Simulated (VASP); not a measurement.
Crystal: Mo.

```
CELL_PARAMETERS angstrom
-1.58381 1.58381 1.58381
1.58381 -1.58381 1.58381
1.58381 1.58381 -1.58381
ATOMIC_POSITIONS crystal
Mo 0.00000 0.00000 0.00000
```

```yaml
Program: VASP 6.6.1
Task: relaxation of cell and atoms
Functional: RPBE
Dispersion: D4
Potentials_or_basis: VASP PAW PBE potentials, release 64 (Mo_sv)
Cutoff: 600 eV
k_mesh: 12 × 12 × 12
Occupations: fermi-dirac, width 0.05 eV
Spin: no spin polarisation
```

At the start: pressure -8.5 GPa; volume 15.89 Å³/atom.

Problem. How do energy, volume and symmetry change on relaxing?

Solution. Over 4 steps the energy falls by 14.3 meV/atom and the volume is 15.37 Å³/atom (-3.3 %); space group Im-3m (No. 229, to 0.05 Å).

The path:
```csv
step,energy change (eV),largest force (eV/Å),pressure (GPa),volume (Å³)
1,0.0000,0.0000,-8.54,15.89
2,0.1060,0.0000,30.93,14.02
3,-0.0142,0.0000,-0.35,15.39
4,-0.0143,0.0000,-0.03,15.37
```

Final structure:
```yaml
crystal:
  lattice:
    - [-1.56642, 1.56642, 1.56642]
    - [1.56642, -1.56642, 1.56642]
    - [1.56642, 1.56642, -1.56642]
  atoms:
    - { symbol: Mo, position: [0.00000, 0.00000, 0.00000] }
```

Caveat: the PAW data sets were made with another functional, which shifts forces and pressure a little; pairwise dispersion overbinds metals, which lowers pressure and volume.
